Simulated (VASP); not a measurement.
MgB2, 3 atoms in the cell. Symmetry: P6/mmm, No. 191, hexagonal system. The conventional cell has a = 2.966 Å, b = 2.966 Å, c = 3.334 Å, α = 90.00°, β = 90.00°, γ = 120.00°. Mg (site symmetry 6/mmm) has 12 B at 2.39 Å and 6 Mg at 2.97 Å within 3.2 Å. B (site symmetry -6m2) has 3 B at 1.71 Å and 6 Mg at 2.39 Å within 2.4 Å. 

| Item | Value |
| --- | --- |
| Program | VASP 6.6.1 |
| Task | relaxation of shape and atoms at fixed volume |
| Functional | PBE |
| Potentials or basis | VASP PAW PBE potentials, release 64 (Mg, B) |
| Cutoff | 600 eV |
| k mesh | 18 × 18 × 12 |
| Occupations | gaussian, width 0.1 eV |
| Spin | no spin polarisation |
| Dipole correction | no |
| Further INCAR settings | ALGO = Normal; EDIFF = 1e-06; IBRION = 2; EDIFFG = -0.01; NSW = 50; ISIF = 4 |

Potentials or basis: VASP PAW PBE potentials, release 64 (Mg, B).

The run is started by

```sh
$ cat potpaw_PBE.64/Mg/POTCAR potpaw_PBE.64/B/POTCAR > POTCAR
$ mpirun -np 1 vasp_std > vasp.out
```

Hardware: 1 thread of Intel(R) Xeon(R) Platinum 8259CL CPU @ 2.50GHz (Skylake/Cascade Lake) (shared host).

Estimate the wall time of this run.

Run time: 74 s on 1 thread of Intel(R) Xeon(R) Platinum 8259CL CPU @ 2.50GHz (Skylake/Cascade Lake), on a shared host, peak memory 0.21 GiB. Counts: scf iterations 17, k points 259, ion steps 2.
